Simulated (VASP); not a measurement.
A run of VASP 6.6.1 is set up as follows.

INCAR

```
PREC = Accurate
ENCUT = 500
EDIFF = 1E-6
ISMEAR = -1
SIGMA = 0.05
LREAL = F
LASPH = T
NELM = 120
ALGO = Normal
ISIF = 2
LWAVE = F
LCHARG = F
GGA = PE
NBANDS = 13
GGA_COMPAT = F
```

Contents of KPOINTS:

```
regular mesh
0
Gamma
  14 14 13
```

Contents of POSCAR:

```
Pb
1.0
    3.0314572599      0.0000000000      0.0000000000
   -1.5157286300      2.6253189976      0.0000000000
    0.0000000000      0.0000000000      2.8618666018
Pb
1
Direct
    0.0000000000      0.0000000000      0.0000000000
```

Potentials or basis: VASP PAW PBE potentials, release 64 (Pb_d).

Command:

```bash
$ cat potpaw_PBE.64/Pb_d/POTCAR > POTCAR
$ mpirun -np 1 vasp_std > vasp.out
```

Question: Estimate the pressure.

Answer: 34.9 GPa.

Question: Predict the band gap on the k mesh.

Answer: Zero (bands 7 and 8 overlap by 8.61 eV).

Caveat: the cell stands under pressure; spin-orbit coupling is left out, which moves the levels of the heavy elements.
